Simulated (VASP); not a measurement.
# Si3Br (Pm-3m) in VASP: further runs, part 2 of 2

VASP 6.6.1. The steps go on from the part before.

**3. Single point, PBE**

This run uses another cell than the first one, of 19.18 Å³/atom, 1.104 times its volume.

File INCAR:

```
SYSTEM = Si3Br
PREC = Accurate
ENCUT = 520
EDIFF = 1E-6
ISMEAR = 0
SIGMA = 0.1
LREAL = .FALSE.
LASPH = .TRUE.
NELM = 60
ALGO = Normal
ISIF = 2
LWAVE = .FALSE.
LCHARG = .FALSE.
GGA = PE
NBANDS = 18
```

File KPOINTS:

```
regular mesh
0
G
  4 4 4
  0 0 0
```

File POSCAR:

```
Si3Br
1.0
    4.2494233847      0.0000000000      0.0000000000
    0.0000000000      4.2494233847      0.0000000000
    0.0000000000      0.0000000000      4.2494233847
Si Br
3 1
Direct
    0.0000000000      0.5000000000      0.5000000000
    0.5000000000      0.0000000000      0.5000000000
    0.5000000000      0.5000000000      0.0000000000
    0.0000000000      0.0000000000      0.0000000000
```

Potentials or basis: VASP PAW PBE potentials, release 64 (Si, Br).

On the command line:

```
$ cat potpaw_PBE.64/Si/POTCAR potpaw_PBE.64/Br/POTCAR > POTCAR
$ mpirun -np 1 vasp_std > vasp.out
```

OUTCAR:

```text
SYSTEM = Si3Br
   PREC = Accurate
   ENCUT = 520
   EDIFF = 1E-6
   ISMEAR = 0
   LREAL = .FALSE.
   LASPH = .TRUE.
   NELM = 60
   ISIF = 2
   GGA = PE

 ion  position               nearest neighbor table
   1  0.000  0.500  0.500-   2 3.00   3 3.00   3 3.00   2 3.00   2 3.00   3 3.00   3 3.00   2 3.00

   2  0.500  0.000  0.500-   1 3.00   3 3.00   3 3.00   1 3.00   3 3.00   3 3.00   1 3.00   1 3.00

   3  0.500  0.500  0.000-   1 3.00   2 3.00   1 3.00   2 3.00   2 3.00   2 3.00   1 3.00   1 3.00

   4  0.000  0.000  0.000-

  LATTYP: Found a simple cubic cell.
 ALAT       =     4.2494233847

  Lattice vectors:

 A1 = (   4.2494233847,   0.0000000000,   0.0000000000)
 A2 = (   0.0000000000,   4.2494233847,   0.0000000000)
 A3 = (   0.0000000000,   0.0000000000,   4.2494233847)

Analysis of symmetry for initial positions (statically):
=====================================================================
 Subroutine PRICEL returns:
 Original cell was already a primitive cell.

 Routine SETGRP: Setting up the symmetry group for a
 simple cubic supercell.

 Subroutine GETGRP returns: Found 48 space group operations
[... 9 lines left out ...]

 Routine SETGRP: Setting up the symmetry group for a
 simple cubic supercell.

 Subroutine GETGRP returns: Found 48 space group operations
[... 11 lines left out ...]
                                     Primitive cell

  volume of cell :      76.7344

  direct lattice vectors                    reciprocal lattice vectors
     4.249423385  0.000000000  0.000000000     0.235326045  0.000000000  0.000000000
     0.000000000  4.249423385  0.000000000     0.000000000  0.235326045  0.000000000
     0.000000000  0.000000000  4.249423385     0.000000000  0.000000000  0.235326045

  length of vectors
     4.249423385  4.249423385  4.249423385     0.235326045  0.235326045  0.235326045

  position of ions in fractional coordinates (direct lattice)
[... 84 lines left out ...]
   EFERMI_NEDOS =   21; number of points for ismear=-14 and -15
   IALGO  =     38    algorithm
   IMIX   =      4    mixing-type and parameters
     AMIX     =   0.40;   BMIX     =  1.00
     AMIX_MAG =   1.60;   BMIX_MAG =  1.00
  volume/ion in A,a.u.               =      19.18       129.46
  Fermi-wavevector in a.u.,A,eV,Ry     =   1.028007  1.942651 14.378612  1.056798
  Thomas-Fermi vector in A             =   2.161981
   LORBIT       =      0    0 simple, 1 ext, 2 COOP (PROOUT), +10 PAW based schemes
   GGA     = PE    functional components
   LHFCALC =     F    Hartree Fock is set to
   AEXX    =    0.0000 exact exchange contribution
   IVDW    =     0    specifies the selected vdW correction
   LEPSILON=     F    determine dielectric tensor
   LRPA    =     F    only Hartree local field effects (RPA)
 non-spin polarized calculation
 Gauss-broadening in eV      SIGMA  =   0.10
  energy-cutoff  :      520.00
  volume of cell :       76.73
 maximum number of plane-waves:      2103
 NGX is ok and might be reduce to    32
   NGX = 15   NGY = 15   NGZ = 15

 number of electron      18.9999999 magnetization

 Free energy of the ion-electron system (eV)
  ---------------------------------------------------
  ext. energy  EPLUGINS =         0.00000000
  ---------------------------------------------------
  free energy    TOTEN  =       -14.15890305 eV

  energy without entropy =      -14.15195823  energy(sigma->0) =      -14.15543064

 E-fermi :   6.9387     XC(G=0): -10.2707

 val. band max:        6.8683835325   @ k =   0.5000   0.2500   0.0000
 cond. band min:       7.2414530613   @ k =   0.2500   0.2500   0.2500
 fundamental gap:      0.3730695289
 Fermi energy:         6.9386701123

 k-point     1 :       0.0000    0.0000    0.0000
  band No.  band energies     occupation
      1     -10.0701      2.00000
      2      -2.8031      2.00000
      3       1.0730      2.00000
      4       1.0730      2.00000
      5       1.0730      2.00000
      6       2.2165      2.00000
[... 187 lines left out ...]
      5      -0.0656      2.00000
      6      -0.0656      2.00000
[... 10 lines left out ...]
     17      13.7669      0.00000
     18      16.8728      0.00000

------------------------ aborting loop because EDIFF is reached ----------------------------------------

  FORCE on cell =-STRESS in cart. coord.  units (eV):
  Direction    XX          YY          ZZ          XY          YZ          ZX
  --------------------------------------------------------------------------------------
  -------------------------------------------------------------------------------------
  Total       -0.0914052     -0.0914052     -0.0914052     -0.0000000     -0.0000000     -0.0000000
  in kB       -1.9084968     -1.9084968     -1.9084968     -0.0000000     -0.0000000     -0.0000000
  external PRESSURE =      -1.9084968 kB  Pullay stress =       0.0000000 kB

 VOLUME and BASIS-vectors are now :
 -----------------------------------------------------------------------------
  energy-cutoff  :      520.00
  volume of cell :       76.73
      direct lattice vectors                 reciprocal lattice vectors
     4.249423385  0.000000000  0.000000000     0.235326045  0.000000000  0.000000000
     0.000000000  4.249423385  0.000000000     0.000000000  0.235326045  0.000000000
     0.000000000  0.000000000  4.249423385     0.000000000  0.000000000  0.235326045

 POSITION                                       TOTAL-FORCE (eV/Angst)
 -----------------------------------------------------------------------------------
      0.00000      2.12471      2.12471         0.000000      0.000000      0.000000
      2.12471      0.00000      2.12471         0.000000      0.000000      0.000000
      2.12471      2.12471      0.00000         0.000000      0.000000      0.000000
      0.00000      0.00000      0.00000         0.000000      0.000000      0.000000
 -----------------------------------------------------------------------------------
    total drift:                               -0.000000     -0.000000     -0.000000

  FREE ENERGIE OF THE ION-ELECTRON SYSTEM (eV)
  ---------------------------------------------------
  free  energy   TOTEN  =       -14.1589030467 eV

  energy  without entropy=      -14.1519582289  energy(sigma->0) =      -14.15543064
```

OSZICAR:

```text
N       E                     dE             d eps       ncg     rms          rms(c)
DAV:   1     0.405382931332E+02    0.40538E+02   -0.71620E+03   360   0.857E+02
DAV:   2    -0.113132641802E+02   -0.51852E+02   -0.49353E+02   464   0.130E+02
DAV:   3    -0.142675360490E+02   -0.29543E+01   -0.29046E+01   446   0.271E+01
DAV:   4    -0.142895995611E+02   -0.22064E-01   -0.22050E-01   430   0.289E+00
DAV:   5    -0.142897907847E+02   -0.19122E-03   -0.19121E-03   460   0.263E-01    0.124E+01
DAV:   6    -0.141827069837E+02    0.10708E+00   -0.11630E-01   424   0.172E+00    0.775E+00
DAV:   7    -0.141605449477E+02    0.22162E-01   -0.11512E-01   408   0.147E+00    0.893E-01
DAV:   8    -0.141590895319E+02    0.14554E-02   -0.11594E-02   408   0.602E-01    0.187E-01
DAV:   9    -0.141589023986E+02    0.18713E-03   -0.12673E-03   410   0.174E-01    0.666E-02
DAV:  10    -0.141589012048E+02    0.11939E-05   -0.70205E-05   430   0.471E-02    0.351E-02
DAV:  11    -0.141589034083E+02   -0.22035E-05   -0.59143E-06   420   0.159E-02    0.145E-02
DAV:  12    -0.141589030467E+02    0.36163E-06   -0.62382E-07   258   0.483E-03
   1 F= -.14158903E+02 E0= -.14155431E+02  d E =-.694482E-02
```

stdout:

```text
POSCAR found type information on POSCAR SiBr
 POSCAR found :  2 types and       4 ions
 scaLAPACK will be used
 LDA part: xc-table for (Slater+PW92), standard interpolation
 POSCAR, INCAR and KPOINTS ok, starting setup
 FFT: planning ... GRIDC
 FFT: planning ... GRID_SOFT
 FFT: planning ... GRID
 WAVECAR not read
 entering main loop
```

It took 7.3 s on 1 thread of Intel Xeon Platinum 8488C (Sapphire Rapids), shared host; peak memory 0.17 GiB.

Results:

```
Free energy : -14.1589 eV
Pressure    : -0.2 GPa
```

Caveat: the k points lie up to 0.37 Å⁻¹ apart; an odd number of electrons without spin polarisation forces a metal; a magnetic or distorted state may lie lower.
